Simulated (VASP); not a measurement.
# Si16SbH7 in VASP: single point with PBE+D3(BJ)

Aim: the single point of Si16SbH7 with PBE+D3(BJ).

All numbers are computed with VASP 6.6.1; they aren't measurements. Logs are shortened: lines on timing, memory, paths and dates and some standing lists are left out, and cuts for length are marked.

## 1. The cell of the first run

The cell holds a slab with vacuum, 24 atoms: a = 7.679 Å, b = 7.679 Å, c = 18.869 Å, α = 90.00°, β = 90.00°, γ = 60.00°.

## 2. Single point, PBE+D3(BJ)

The input, INCAR:

```
ALGO = Normal
EDIFF = 1E-7
ENCUT = 520
GGA = PE
ISIF = 2
ISMEAR = 0
IVDW = 12
LASPH = T
LCHARG = T
LELF = T
LREAL = Auto
LVHAR = T
LWAVE = F
NBANDS = 56
NELM = 100
PREC = Accurate
SIGMA = 0.05
```

The input, KPOINTS:

```
k-points
0
Gamma
  2 2 1
```

The input, POSCAR:

```
Si16SbH7
1.0
    7.6791800000      0.0000000000      0.0000000000
    3.8395900000      6.6503650000      0.0000000000
    0.0000000000      0.0000000000     18.8687650000
H Si Sb
7 16 1
Direct
    0.1666666792      0.1666666416      0.0529976392
    0.6666666792      0.1666666416      0.0529976392
    0.1666666416      0.6666667168      0.0529976392
    0.6666666416      0.6666667168      0.0529976392
    0.5007624502     -0.0024882845      0.4172962035
   -0.0025329582      0.5008607798      0.4173440604
    0.5011179675      0.5013076726      0.4171083799
    0.1666666792      0.1666666416      0.1324940981
    0.6666666792      0.1666666416      0.1324940981
    0.1666666416      0.6666667168      0.1324940981
    0.6666666416      0.6666667168      0.1324940981
   -0.1666263252      0.3331367526      0.1727811545
    0.3332768024      0.3333047134      0.1732739795
   -0.1665974303      0.8334261353      0.1728807900
    0.3331167125      0.8333972647      0.1727593194
   -0.1668427402      0.3337070973      0.2968231360
    0.3331925243      0.3332623097      0.2976464013
   -0.1668959249      0.8330610425      0.2970228311
    0.3337175300      0.8331342716      0.2967805259
   -0.0002416459     -0.0000852585      0.3409563901
    0.5000029469     -0.0005601196      0.3376658727
   -0.0006267765      0.5000794693      0.3377214672
    0.5000999303      0.5001970569      0.3374688804
    0.0113196621      1.0049985226      0.4731309124
```

Potentials or basis: VASP PAW PBE potentials, release 64 (H, Si, Sb).

Command:

```sh
> cat potpaw_PBE.64/H/POTCAR potpaw_PBE.64/Si/POTCAR potpaw_PBE.64/Sb/POTCAR > POTCAR
> mpirun -np 1 vasp_std > vasp.out
```

OUTCAR:

```text
EDIFF = 1E-7
   ENCUT = 520
   GGA = PE
   ISIF = 2
   ISMEAR = 0
   IVDW = 12
   LASPH = T
   LREAL = Auto
   NELM = 100
   PREC = Accurate
 IVDW          = 12

 ion  position               nearest neighbor table
   1  0.167  0.167  0.053-   8 1.50
   2  0.667  0.167  0.053-   9 1.50
   3  0.167  0.667  0.053-  10 1.50
   4  0.667  0.667  0.053-  11 1.50
   5  0.501  0.998  0.417-  21 1.50
   6  0.997  0.501  0.417-  22 1.50
   7  0.501  0.501  0.417-  23 1.50
   8  0.167  0.167  0.132-   1 1.50  15 2.34  12 2.34  13 2.35
   9  0.667  0.167  0.132-   2 1.50  12 2.34  14 2.34  13 2.35
  10  0.167  0.667  0.132-   3 1.50  15 2.34  14 2.34  13 2.35
  11  0.667  0.667  0.132-   4 1.50  15 2.34  12 2.34  14 2.35
  12  0.833  0.333  0.173-  16 2.34   9 2.34   8 2.34  11 2.34
  13  0.333  0.333  0.173-   8 2.35  10 2.35  17 2.35   9 2.35
[... 8 lines left out ...]
  22  0.999  0.500  0.338-   6 1.50  16 2.34  18 2.34  17 2.35
  23  0.500  0.500  0.337-   7 1.50  19 2.34  17 2.34  16 2.34
  24  0.011  0.005  0.473-  20 2.50

  LATTYP: Found a hexagonal cell.
 ALAT       =     7.6791800344
 C/A-ratio  =     2.4571327818

  Lattice vectors:

 A1 = (  -3.8395900000,  -6.6503650000,   0.0000000000)
 A2 = (   7.6791800000,   0.0000000000,   0.0000000000)
 A3 = (   0.0000000000,   0.0000000000,  18.8687650000)

Analysis of symmetry for initial positions (statically):
=====================================================================
 Subroutine PRICEL returns:
 Original cell was already a primitive cell.

 Routine SETGRP: Setting up the symmetry group for a
 hexagonal supercell.

 Subroutine GETGRP returns: Found  1 space group operations
 (whereof  1 operations were pure point group operations)
 out of a pool of 24 trial point group operations.

The static configuration has the point symmetry C_1 .

Analysis of symmetry for dynamics (positions and initial velocities):
=====================================================================
 Subroutine PRICEL returns:
 Original cell was already a primitive cell.

 Routine SETGRP: Setting up the symmetry group for a
 hexagonal supercell.

 Subroutine GETGRP returns: Found  1 space group operations
 (whereof  1 operations were pure point group operations)
 out of a pool of 24 trial point group operations.

The dynamic configuration has the point symmetry C_1 .

 Subroutine INISYM returns: Found  1 space group operations
 (whereof  1 operations are pure point group operations),
 and found     1 'primitive' translations

----------------------------------------------------------------------------------------

                                     Primitive cell

  volume of cell :     963.6156

  direct lattice vectors                    reciprocal lattice vectors
     7.679180000  0.000000000  0.000000000     0.130222237 -0.075183843  0.000000000
     3.839590000  6.650365000  0.000000000     0.000000000  0.150367687  0.000000000
     0.000000000  0.000000000 18.868765000     0.000000000  0.000000000  0.052997639

  length of vectors
     7.679180000  7.679180034 18.868765000     0.150367687  0.150367687  0.052997639

  position of ions in fractional coordinates (direct lattice)
     0.166666679  0.166666642  0.052997639
     0.666666679  0.166666642  0.052997639
     0.166666642  0.666666717  0.052997639
     0.666666642  0.666666717  0.052997639
     0.500762450  0.997511716  0.417296204
     0.997467042  0.500860780  0.417344060
[... 16 lines left out ...]
     0.500099930  0.500197057  0.337468880
     0.011319662  0.004998523  0.473130912

  ion indices of the primitive-cell ions
   primitive index   ion index
                 1           1
                 2           2
                 3           3
                 4           4
                 5           5
                 6           6
[... 16 lines left out ...]
                23          23
                24          24

----------------------------------------------------------------------------------------

 KPOINTS: k-points

Automatic generation of k-mesh.
 Grid dimensions read from file:
 generate k-points for:    2    2    1

 Generating k-lattice:

  Cartesian coordinates                     Fractional coordinates (reciprocal lattice)
     0.065111119 -0.037591922  0.000000000     0.500000000  0.000000000  0.000000000
     0.000000000  0.075183843  0.000000000     0.000000000  0.500000000  0.000000000
     0.000000000  0.000000000  0.052997639     0.000000000  0.000000000  1.000000000

  Length of vectors
     0.075183844  0.075183843  0.052997639

  Shift w.r.t. Gamma in fractional coordinates (k-lattice)
     0.000000000  0.000000000  0.000000000

 Subroutine IBZKPT returns following result:
 ===========================================

 Found      4 irreducible k-points:

 Following reciprocal coordinates:
            Coordinates               Weight
  0.000000  0.000000  0.000000      1.000000
  0.500000 -0.000000  0.000000      1.000000
  0.500000  0.500000  0.000000      1.000000
  0.000000  0.500000  0.000000      1.000000
   k-points           NKPTS =      4   k-points in BZ     NKDIM =      4   number of bands    NBANDS=     56
   number of dos      NEDOS =    301   number of ions     NIONS =     24
   total plane-waves  NPLWV = 504000
   dimension x,y,z NGX =    60 NGY =   60 NGZ =  140
   dimension x,y,z NGXF=   120 NGYF=  120 NGZF=  280
   ions per type =               7  16   1
   NGX,Y,Z   is equivalent  to a cutoff of  12.99, 12.99, 12.33 a.u.
   NGXF,Y,Z  is equivalent  to a cutoff of  25.98, 25.98, 24.67 a.u.
 SYSTEM =  unknown system
   PREC   = accura    normal or accurate (medium, high low for compatibility)
   ISTART =      0    job   : 0-new  1-cont  2-samecut
   ICHARG =      2    charge: 1-file 2-atom 10-const
   ISPIN  =      1    spin polarized calculation?
   LNONCOLLINEAR =      F non collinear calculations
   LSORBIT =      F    spin-orbit coupling
   LASPH  =      T    aspherical Exc in radial PAW
   ENCUT  =  520.0 eV  38.22 Ry    6.18 a.u.  14.28 14.28 35.08*2*pi/ulx,y,z
   NELM   =    100;   NELMIN=  2; NELMDL= -5     # of ELM steps
   EDIFF  = 0.1E-06   stopping-criterion for ELM
   LREAL  =      T    real-space projection
   EDIFFG = 0.1E-05   stopping-criterion for IOM
   NSW    =      0    number of steps for IOM
   IBRION =     -1    ionic relax: 0-MD 1-quasi-New 2-CG
   NFREE  =      0    steps in history (QN), initial steepest desc. (CG)
   ISIF   =      2    stress and relaxation
   ISYM   =      2    0-nonsym 1-usesym 2-fastsym
   POTIM  = 0.5000    time-step for ionic-motion
   TEBEG  =    0.0;   TEEND  =   0.0 temperature during run
   PSTRESS=    0.0 pullay stress
   NELECT =      76.0000    total number of electrons
   NUPDOWN=      -1.0000    fix difference up-down
   EMIN   =  10.00;   EMAX   =-10.00  energy-range for DOS
   EFERMI =   0.00;   METHOD = LEGACY
   ISMEAR =     0;   SIGMA  =   0.05  broadening in eV -4-tet -1-fermi 0-gaus
   EFERMI_NEDOS =   21; number of points for ismear=-14 and -15
   IALGO  =     38    algorithm
   IMIX   =      4    mixing-type and parameters
     AMIX     =   0.40;   BMIX     =  1.00
     AMIX_MAG =   1.60;   BMIX_MAG =  1.00
  volume/ion in A,a.u.               =      40.15       270.95
  Fermi-wavevector in a.u.,A,eV,Ry     =   0.702066  1.326713  6.706271  0.492897
  Thomas-Fermi vector in A             =   1.786664
   LORBIT       =      0    0 simple, 1 ext, 2 COOP (PROOUT), +10 PAW based schemes
   GGA     = PE    functional components
   LHFCALC =     F    Hartree Fock is set to
   AEXX    =    0.0000 exact exchange contribution
   IVDW    =    12    specifies the selected vdW correction
   LEPSILON=     F    determine dielectric tensor
   LRPA    =     F    only Hartree local field effects (RPA)
 non-spin polarized calculation
 Gauss-broadening in eV      SIGMA  =   0.05
  energy-cutoff  :      520.00
  volume of cell :      963.62
 maximum number of plane-waves:     25966
 NGX is ok and might be reduce to    60
   NGX = 29   NGY = 29   NGZ = 71

 number of electron      76.0000005 magnetization

 Free energy of the ion-electron system (eV)
  ---------------------------------------------------
  ext. energy  EPLUGINS =         0.00000000
  ---------------------------------------------------
  free energy    TOTEN  =      -110.84400848 eV

  energy without entropy =     -110.79033830  energy(sigma->0) =     -110.81717339

 E-fermi :  -0.7216     XC(G=0):  -4.5368

 val. band max:       -0.7351165570   @ k =   0.5000   0.5000   0.0000
 cond. band min:      -0.7200243763   @ k =   0.0000   0.0000   0.0000
 fundamental gap:      0.0150921806
 Fermi energy:        -0.7216280360

 k-point     1 :       0.0000    0.0000    0.0000
  band No.  band energies     occupation
      1     -12.2902      2.00000
      2     -11.2215      2.00000
      3     -10.1673      2.00000
      4     -10.0992      2.00000
      5     -10.0950      2.00000
      6      -9.6934      2.00000
[... 42 lines left out ...]
     49       1.5387      0.00000
     50       1.5893      0.00000

 k-point     2 :       0.5000   -0.0000    0.0000
  band No.  band energies     occupation
      1     -11.5906      2.00000
      2     -11.5819      2.00000
      3     -10.6097      2.00000
      4     -10.4996      2.00000
      5     -10.3142      2.00000
      6     -10.2909      2.00000
[... 42 lines left out ...]
     49       2.7580      0.00000
     50       2.9336      0.00000

 k-point     3 :       0.5000    0.5000    0.0000
  band No.  band energies     occupation
      1     -11.5942      2.00000
      2     -11.5783      2.00000
      3     -10.6109      2.00000
      4     -10.4982      2.00000
      5     -10.3115      2.00000
      6     -10.2932      2.00000
[... 42 lines left out ...]
     49       2.7685      0.00000
     50       2.9271      0.00000

 k-point     4 :       0.0000    0.5000    0.0000
  band No.  band energies     occupation
      1     -11.5912      2.00000
      2     -11.5813      2.00000
      3     -10.6100      2.00000
      4     -10.4993      2.00000
      5     -10.3136      2.00000
      6     -10.2913      2.00000
[... 42 lines left out ...]
     49       2.7579      0.00000
     50       2.9307      0.00000
 [bands above 50 left out]

------------------------ aborting loop because EDIFF is reached ----------------------------------------

 Edisp (eV)   -4.16030

 E8    (eV) :    -1.7467

  FORCE on cell =-STRESS in cart. coord.  units (eV):
  Direction    XX          YY          ZZ          XY          YZ          ZX
  --------------------------------------------------------------------------------------
  -------------------------------------------------------------------------------------
  Total       1.27671     1.23076     0.13109     0.07933    -0.01449    -0.02925
  in kB       2.12274     2.04634     0.21795     0.13191    -0.02409    -0.04864
  external pressure =        1.46 kB  Pullay stress =        0.00 kB

 VOLUME and BASIS-vectors are now :
 -----------------------------------------------------------------------------
  energy-cutoff  :      520.00
  volume of cell :      963.62
      direct lattice vectors                 reciprocal lattice vectors
     7.679180000  0.000000000  0.000000000     0.130222237 -0.075183843  0.000000000
     3.839590000  6.650365000  0.000000000     0.000000000  0.150367687  0.000000000
     0.000000000  0.000000000 18.868765000     0.000000000  0.000000000  0.052997639

 POSITION                                       TOTAL-FORCE (eV/Angst)
 -----------------------------------------------------------------------------------
      1.91979      1.10839      1.00000         0.006039      0.003521     -0.037692
      5.75938      1.10839      1.00000        -0.006418      0.002649     -0.037055
      3.83959      4.43358      1.00000        -0.000921     -0.006992     -0.037198
      7.67918      4.43358      1.00000         0.004301      0.001742     -0.069032
      7.67548      6.63382      7.87386         0.000382      0.000086     -0.005768
      9.58283      3.33091      7.87477         0.000345      0.000110     -0.005046
[... 16 lines left out ...]
      5.76091      3.32649      6.36762         0.003299      0.000525      0.004090
      0.10612      0.03324      8.92740        -0.010949     -0.003558      0.044477
 -----------------------------------------------------------------------------------
    total drift:                               -0.002157      0.000622     -0.024451

  FREE ENERGIE OF THE ION-ELECTRON SYSTEM (eV)
  ---------------------------------------------------
  free  energy   TOTEN  =      -115.0043113854 eV

  energy  without entropy=     -114.9506412105  energy(sigma->0) =     -114.97747630
```

It took 5.7 min on 1 thread of Intel Xeon 6975P-C (Granite Rapids), shared host; peak memory 1 GiB.

Results:

```yaml
Free_energy: -115.0043 eV
Largest_force: 0.069 eV/Å
Dispersion_energy_per_atom: -0.173 eV
```

Forces in eV/Å, atoms in the order of the input:
```
H    0.006  0.004 -0.038
H   -0.006  0.003 -0.037
H   -0.001 -0.007 -0.037
H    0.004  0.002 -0.069
H    0.000  0.000 -0.006
H    0.000  0.000 -0.005
H    0.000  0.000 -0.007
Si   0.018  0.012  0.041
Si  -0.023  0.007  0.055
Si  -0.007 -0.023  0.052
Si   0.007  0.002  0.053
Si   0.001 -0.002 -0.002
Si   0.001  0.001  0.000
Si   0.003  0.001 -0.002
Si  -0.001  0.001 -0.002
Si  -0.002  0.002  0.000
Si  -0.003 -0.001  0.000
Si  -0.005 -0.002 -0.009
Si  -0.002  0.001  0.003
Si   0.012  0.003 -0.051
Si   0.003  0.000  0.007
Si   0.002  0.001  0.005
Si   0.003  0.001  0.004
Sb  -0.011 -0.004  0.044
```

Caveat: the k points lie up to 0.47 Å⁻¹ apart; spin-orbit coupling is left out, which moves the levels of the heavy elements.
